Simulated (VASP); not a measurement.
Set up this calculation in VASP 6.6.1, as the native input.

```yaml
Task: single point
Functional: PBEsol
Potentials_or_basis: VASP PAW PBE potentials, release 64 (Zn, S)
Cutoff: 520 eV
k_mesh: 6 × 6 × 6
Occupations: fermi-dirac, width 0.02 eV
Spin: no spin polarisation
Dipole_correction: no
Further_INCAR_settings: ALGO = Normal; EDIFF = 1e-06; NBANDS = 16
```

The structure of ZnS lies in POSCAR:

```
ZnS
1.0
    0.0000000000      2.5310225584      2.5310225584
    2.5310225584      0.0000000000      2.5310225584
    2.5310225584      2.5310225584      0.0000000000
Zn S
1 1
Direct
    0.0000000000      0.0000000000      0.0000000000
    0.5000000000      0.5000000000      0.5000000000
```

These files were run (other wordings do the same):

INCAR

```
  PREC = Accurate
  ENCUT = 520
  EDIFF = 1E-6
  ISMEAR = -1
  SIGMA = 0.02
  LREAL = False
  LASPH = True
  NELM = 100
  ALGO = Normal
  ISIF = 2
  LWAVE = False
  LCHARG = False
  GGA = PS
  NBANDS = 16
```

KPOINTS

```
regular mesh
0
Gamma
  6 6 6
```

Potentials or basis: VASP PAW PBE potentials, release 64 (Zn, S).

Launch:

```console
$ cat potpaw_PBE.64/Zn/POTCAR potpaw_PBE.64/S/POTCAR > POTCAR
$ mpirun -np 1 vasp_std > vasp.out
```

It gave:

```yaml
Pressure: -2.1 GPa
Band_gap_on_the_k_mesh: zero (band 9 reaches 3.97 eV, above the bottom of band 10 at 3.58 eV)
```

Caveat: the PAW data sets were made with another functional, which shifts forces and pressure a little.

Wall time 8.1 s on 1 thread of Intel(R) Xeon(R) Platinum 8375C CPU @ 2.90GHz (Ice Lake) (shared host), peak memory 0.15 GiB.
